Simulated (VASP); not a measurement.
# K (Im-3m) in VASP: further runs

K is run at these levels: PBE; tasks: single point.

All numbers are computed with VASP 6.6.1; they aren't measurements. Logs are shortened: lines on timing, memory, paths and dates and some standing lists are left out, and cuts for length are marked.

**1. The cell of the first run**

Symmetry: Im-3m, No. 229, cubic system. Conventional cell: a = 5.225 Å, b = 5.225 Å, c = 5.225 Å, α = 90.00°, β = 90.00°, γ = 90.00°.

**2. Single point, PBE**

The input, INCAR:

```
SYSTEM = K
  ALGO = Fast
  EDIFF = 1E-7
  ENCUT = 520
  GGA = PE
  ISIF = 2
  ISMEAR = 0
  LASPH = .TRUE.
  LCHARG = .FALSE.
  LREAL = .FALSE.
  LWAVE = .FALSE.
  NBANDS = 10
  NELM = 100
  PREC = Accurate
  SIGMA = 0.1
```

The input, KPOINTS:

```
k-points
0
G
  6 6 6
  0 0 0
```

The input, POSCAR:

```
K
1.0
   -2.6125000000      2.6125000000      2.6125000000
    2.6125000000     -2.6125000000      2.6125000000
    2.6125000000      2.6125000000     -2.6125000000
K
1
Direct
    0.0000000000      0.0000000000      0.0000000000
```

Potentials or basis: VASP PAW PBE potentials, release 64 (K_sv).

Command:

```bash
$ cat potpaw_PBE.64/K_sv/POTCAR > POTCAR
$ mpirun -np 1 vasp_std > vasp.out
```

OUTCAR:

```text
SYSTEM = K
   EDIFF = 1E-7
   ENCUT = 520
   GGA = PE
   ISIF = 2
   ISMEAR = 0
   LASPH = .TRUE.
   LREAL = .FALSE.
   NELM = 100
   PREC = Accurate

 ion  position               nearest neighbor table
   1  0.000  0.000  0.000-

  LATTYP: Found a body centered cubic cell.
 ALAT       =     5.2250000000

  Lattice vectors:

 A1 = (  -2.6125000000,   2.6125000000,   2.6125000000)
 A2 = (   2.6125000000,  -2.6125000000,   2.6125000000)
 A3 = (   2.6125000000,   2.6125000000,  -2.6125000000)

Analysis of symmetry for initial positions (statically):
=====================================================================
 Subroutine PRICEL returns:
 Original cell was already a primitive cell.

 Routine SETGRP: Setting up the symmetry group for a
 body centered cubic supercell.

 Subroutine GETGRP returns: Found 48 space group operations
[... 9 lines left out ...]

 Routine SETGRP: Setting up the symmetry group for a
 body centered cubic supercell.

 Subroutine GETGRP returns: Found 48 space group operations
[... 11 lines left out ...]
                                     Primitive cell

  volume of cell :      71.3229

  direct lattice vectors                    reciprocal lattice vectors
    -2.612500000  2.612500000  2.612500000     0.000000000  0.191387560  0.191387560
     2.612500000 -2.612500000  2.612500000     0.191387560  0.000000000  0.191387560
     2.612500000  2.612500000 -2.612500000     0.191387560  0.191387560  0.000000000

  length of vectors
     4.524982735  4.524982735  4.524982735     0.270662883  0.270662883  0.270662883

  position of ions in fractional coordinates (direct lattice)
     0.000000000  0.000000000  0.000000000

  ion indices of the primitive-cell ions
   primitive index   ion index
                 1           1

----------------------------------------------------------------------------------------

 KPOINTS: k-points

Automatic generation of k-mesh.
 Grid dimensions read from file:
 generate k-points for:    6    6    6

 Generating k-lattice:

  Cartesian coordinates                     Fractional coordinates (reciprocal lattice)
     0.000000000  0.031897927  0.031897927     0.166666667  0.000000000  0.000000000
     0.031897927  0.000000000  0.031897927     0.000000000  0.166666667  0.000000000
     0.031897927  0.031897927  0.000000000     0.000000000  0.000000000  0.166666667

  Length of vectors
     0.045110480  0.045110480  0.045110480

  Shift w.r.t. Gamma in fractional coordinates (k-lattice)
     0.000000000  0.000000000  0.000000000

 Subroutine IBZKPT returns following result:
 ===========================================

 Found     16 irreducible k-points:

 Following reciprocal coordinates:
            Coordinates               Weight
  0.000000  0.000000  0.000000      1.000000
  0.166667  0.000000  0.000000     12.000000
  0.333333  0.000000  0.000000     12.000000
  0.500000  0.000000  0.000000      6.000000
  0.166667  0.166667  0.000000     24.000000
  0.333333  0.166667  0.000000     48.000000
  0.333333  0.333333  0.000000      8.000000
  0.166667  0.166667  0.166667      8.000000
  0.333333  0.166667  0.166667     12.000000
 -0.166667  0.166667  0.166667      6.000000
 -0.333333  0.333333  0.166667     24.000000
  0.500000  0.500000  0.166667     12.000000
 -0.333333  0.500000  0.166667     24.000000
 -0.333333  0.333333  0.333333      6.000000
  0.500000  0.500000  0.333333     12.000000
  0.500000  0.500000  0.500000      1.000000
   k-points           NKPTS =     16   k-points in BZ     NKDIM =     16   number of bands    NBANDS=     10
   number of dos      NEDOS =    301   number of ions     NIONS =      1
   total plane-waves  NPLWV =  46656
   dimension x,y,z NGX =    36 NGY =   36 NGZ =   36
   dimension x,y,z NGXF=    72 NGYF=   72 NGZF=   72
   ions per type =               1
   NGX,Y,Z   is equivalent  to a cutoff of  13.23, 13.23, 13.23 a.u.
   NGXF,Y,Z  is equivalent  to a cutoff of  26.45, 26.45, 26.45 a.u.
 SYSTEM =  K
   PREC   = accura    normal or accurate (medium, high low for compatibility)
   ISTART =      0    job   : 0-new  1-cont  2-samecut
   ICHARG =      2    charge: 1-file 2-atom 10-const
   ISPIN  =      1    spin polarized calculation?
   LNONCOLLINEAR =      F non collinear calculations
   LSORBIT =      F    spin-orbit coupling
   LASPH  =      T    aspherical Exc in radial PAW
   ENCUT  =  520.0 eV  38.22 Ry    6.18 a.u.   8.41  8.41  8.41*2*pi/ulx,y,z
   NELM   =    100;   NELMIN=  2; NELMDL= -5     # of ELM steps
   EDIFF  = 0.1E-06   stopping-criterion for ELM
   LREAL  =      F    real-space projection
   EDIFFG = 0.1E-05   stopping-criterion for IOM
   NSW    =      0    number of steps for IOM
   IBRION =     -1    ionic relax: 0-MD 1-quasi-New 2-CG
   NFREE  =      0    steps in history (QN), initial steepest desc. (CG)
   ISIF   =      2    stress and relaxation
   ISYM   =      2    0-nonsym 1-usesym 2-fastsym
   POTIM  = 0.5000    time-step for ionic-motion
   TEBEG  =    0.0;   TEEND  =   0.0 temperature during run
   PSTRESS=    0.0 pullay stress
   NELECT =       9.0000    total number of electrons
   NUPDOWN=      -1.0000    fix difference up-down
   EMIN   =  10.00;   EMAX   =-10.00  energy-range for DOS
   EFERMI =   0.00;   METHOD = LEGACY
   ISMEAR =     0;   SIGMA  =   0.10  broadening in eV -4-tet -1-fermi 0-gaus
   EFERMI_NEDOS =   21; number of points for ismear=-14 and -15
   IALGO  =     68    algorithm
   IMIX   =      4    mixing-type and parameters
     AMIX     =   0.40;   BMIX     =  1.00
     AMIX_MAG =   1.60;   BMIX_MAG =  1.00
  volume/ion in A,a.u.               =      71.32       481.31
  Fermi-wavevector in a.u.,A,eV,Ry     =   0.821131  1.551714  9.173822  0.674257
  Thomas-Fermi vector in A             =   1.932236
   LORBIT       =      0    0 simple, 1 ext, 2 COOP (PROOUT), +10 PAW based schemes
   GGA     = PE    functional components
   LHFCALC =     F    Hartree Fock is set to
   AEXX    =    0.0000 exact exchange contribution
   IVDW    =     0    specifies the selected vdW correction
   LEPSILON=     F    determine dielectric tensor
   LRPA    =     F    only Hartree local field effects (RPA)
 non-spin polarized calculation
 RMM-DIIS sequential band-by-band and
 Gauss-broadening in eV      SIGMA  =   0.10
  energy-cutoff  :      520.00
  volume of cell :       71.32
 maximum number of plane-waves:      1961
 NGX is ok and might be reduce to    36
   NGX = 17   NGY = 17   NGZ = 17

 number of electron       9.0000000 magnetization

 Free energy of the ion-electron system (eV)
  ---------------------------------------------------
  ext. energy  EPLUGINS =         0.00000000
  ---------------------------------------------------
  free energy    TOTEN  =        -1.03152717 eV

  energy without entropy =       -1.01914139  energy(sigma->0) =       -1.02533428

 E-fermi :  -0.0285     XC(G=0):  -5.7257

 val. band max:       -0.2982404268   @ k =   0.1667   0.1667   0.1667
 cond. band min:      -0.0174050744   @ k =   0.3333   0.1667   0.0000
 fundamental gap:      0.2808353524
 Fermi energy:        -0.0285278975

 k-point     1 :       0.0000    0.0000    0.0000
  band No.  band energies     occupation
      1     -32.1639      2.00000
      2     -15.6113      2.00000
      3     -15.6113      2.00000
      4     -15.6113      2.00000
      5      -2.2514      2.00000
      6       4.2735      0.00000
      7       4.2735      0.00000
      8       4.2735      0.00000
      9       5.2026      0.00000
     10       5.2027      0.00000

 k-point     2 :       0.1667    0.0000    0.0000
  band No.  band energies     occupation
      1     -32.1627      2.00000
      2     -15.6304      2.00000
      3     -15.6177      2.00000
      4     -15.6113      2.00000
      5      -1.9011      2.00000
      6       3.6378      0.00000
      7       3.8885      0.00000
      8       4.5574      0.00000
      9       4.9534      0.00000
     10       5.1447      0.00000

 k-point     3 :       0.3333    0.0000    0.0000
  band No.  band energies     occupation
      1     -32.1603      2.00000
      2     -15.6680      2.00000
      3     -15.6303      2.00000
      4     -15.6113      2.00000
      5      -0.9158      2.00000
      6       2.1230      0.00000
      7       3.3402      0.00000
      8       5.0496      0.00000
      9       5.2679      0.00000
     10       5.3761      0.00000

 k-point     4 :       0.5000    0.0000    0.0000
  band No.  band energies     occupation
      1     -32.1591      2.00000
      2     -15.6866      2.00000
      3     -15.6366      2.00000
      4     -15.6113      2.00000
      5       0.3940      0.00000
      6       0.6530      0.00000
      7       3.1245      0.00000
      8       4.8813      0.00000
      9       5.7436      0.00000
     10       6.0723      0.00000

 k-point     5 :       0.1667    0.1667    0.0000
  band No.  band energies     occupation
      1     -32.1609      2.00000
      2     -15.6560      2.00000
      3     -15.6255      2.00000
      4     -15.6157      2.00000
      5      -1.2316      2.00000
      6       2.7973      0.00000
      7       3.1926      0.00000
      8       4.8332      0.00000
      9       4.9499      0.00000
     10       5.5364      0.00000

 k-point     6 :       0.3333    0.1667    0.0000
  band No.  band energies     occupation
      1     -32.1591      2.00000
      2     -15.6770      2.00000
      3     -15.6403      2.00000
      4     -15.6172      2.00000
      5      -0.0174      0.87501
      6       1.4719      0.00000
      7       2.6925      0.00000
      8       4.6821      0.00000
      9       5.3489      0.00000
     10       5.7722      0.00000

 k-point     7 :       0.3333    0.3333    0.0000
  band No.  band energies     occupation
      1     -32.1585      2.00000
      2     -15.6631      2.00000
      3     -15.6631      2.00000
      4     -15.6208      2.00000
      5       1.1614      0.00000
      6       1.1614      0.00000
      7       1.5788      0.00000
      8       4.5922      0.00000
      9       5.3677      0.00000
     10       5.3677      0.00000

 k-point     8 :       0.1667    0.1667    0.1667
  band No.  band energies     occupation
      1     -32.1596      2.00000
      2     -15.6706      2.00000
      3     -15.6281      2.00000
      4     -15.6281      2.00000
      5      -0.2982      1.99986
      6       2.2285      0.00000
      7       2.2285      0.00000
      8       4.4016      0.00000
      9       5.5894      0.00000
     10       5.5895      0.00000

 k-point     9 :       0.3333    0.1667    0.1667
  band No.  band energies     occupation
      1     -32.1589      2.00000
      2     -15.6671      2.00000
      3     -15.6451      2.00000
      4     -15.6294      2.00000
      5       0.9936      0.00000
      6       1.0480      0.00000
      7       2.0418      0.00000
      8       3.7236      0.00000
      9       5.7003      0.00000
     10       5.8023      0.00000

 k-point    10 :      -0.1667    0.1667    0.1667
  band No.  band energies     occupation
      1     -32.1616      2.00000
      2     -15.6339      2.00000
      3     -15.6242      2.00000
      4     -15.6242      2.00000
      5      -1.5607      2.00000
      6       3.7052      0.00000
      7       3.7553      0.00000
      8       3.7553      0.00000
      9       4.6829      0.00000
     10       5.6709      0.00000

 k-point    11 :      -0.3333    0.3333    0.1667
  band No.  band energies     occupation
      1     -32.1593      2.00000
      2     -15.6647      2.00000
      3     -15.6373      2.00000
      4     -15.6257      2.00000
      5      -0.6042      2.00000
      6       2.2632      0.00000
      7       3.3911      0.00000
      8       3.8672      0.00000
      9       5.2945      0.00000
     10       5.3898      0.00000

 k-point    12 :       0.5000    0.5000    0.1667
  band No.  band energies     occupation
      1     -32.1582      2.00000
      2     -15.6813      2.00000
      3     -15.6439      2.00000
      4     -15.6250      2.00000
      5       0.7415      0.00000
      6       0.8067      0.00000
      7       3.2223      0.00000
      8       3.7094      0.00000
      9       5.2936      0.00000
     10       6.5072      0.00000

 k-point    13 :      -0.3333    0.5000    0.1667
  band No.  band energies     occupation
      1     -32.1577      2.00000
      2     -15.6720      2.00000
      3     -15.6553      2.00000
      4     -15.6307      2.00000
      5       0.5178      0.00000
      6       1.6566      0.00000
      7       2.4035      0.00000
      8       4.2424      0.00000
      9       4.7291      0.00000
     10       5.8097      0.00000

 k-point    14 :      -0.3333    0.3333    0.3333
  band No.  band energies     occupation
      1     -32.1573      2.00000
      2     -15.6608      2.00000
      3     -15.6513      2.00000
      4     -15.6513      2.00000
      5       0.2438      0.00012
      6       2.1552      0.00000
      7       3.4282      0.00000
      8       3.4282      0.00000
      9       4.0575      0.00000
     10       5.6968      0.00000

 k-point    15 :       0.5000    0.5000    0.3333
  band No.  band energies     occupation
      1     -32.1563      2.00000
      2     -15.6708      2.00000
      3     -15.6583      2.00000
      4     -15.6521      2.00000
      5       1.2388      0.00000
      6       1.4624      0.00000
      7       3.0183      0.00000
      8       3.4157      0.00000
      9       4.2026      0.00000
     10       6.3813      0.00000

 k-point    16 :       0.5000    0.5000    0.5000
  band No.  band energies     occupation
      1     -32.1554      2.00000
      2     -15.6655      2.00000
      3     -15.6655      2.00000
      4     -15.6655      2.00000
      5       1.6061      0.00000
      6       1.6061      0.00000
      7       3.5096      0.00000
      8       3.5096      0.00000
      9       3.5096      0.00000
     10       5.6946      0.00000

------------------------ aborting loop because EDIFF is reached ----------------------------------------

  FORCE on cell =-STRESS in cart. coord.  units (eV):
  Direction    XX          YY          ZZ          XY          YZ          ZX
  --------------------------------------------------------------------------------------
  -------------------------------------------------------------------------------------
  Total        0.0650562      0.0650562      0.0650562     -0.0000000     -0.0000000      0.0000000
  in kB        1.4614050      1.4614050      1.4614050     -0.0000000     -0.0000000      0.0000000
  external PRESSURE =       1.4614050 kB  Pullay stress =       0.0000000 kB

 VOLUME and BASIS-vectors are now :
 -----------------------------------------------------------------------------
  energy-cutoff  :      520.00
  volume of cell :       71.32
      direct lattice vectors                 reciprocal lattice vectors
    -2.612500000  2.612500000  2.612500000     0.000000000  0.191387560  0.191387560
     2.612500000 -2.612500000  2.612500000     0.191387560  0.000000000  0.191387560
     2.612500000  2.612500000 -2.612500000     0.191387560  0.191387560  0.000000000

 POSITION                                       TOTAL-FORCE (eV/Angst)
 -----------------------------------------------------------------------------------
      0.00000      0.00000      0.00000         0.000000      0.000000     -0.000000
 -----------------------------------------------------------------------------------
    total drift:                               -0.000000      0.000000      0.000000

  FREE ENERGIE OF THE ION-ELECTRON SYSTEM (eV)
  ---------------------------------------------------
  free  energy   TOTEN  =        -1.0315271715 eV

  energy  without entropy=       -1.0191413884  energy(sigma->0) =       -1.02533428
```

It took 7.8 s on 1 thread of Intel Xeon 6975P-C (Granite Rapids), shared host; peak memory 0.19 GiB.

What came out:

```yaml
Free_energy: -1.0315 eV
Pressure: 0.1 GPa
```

[end of part 1 of 2]
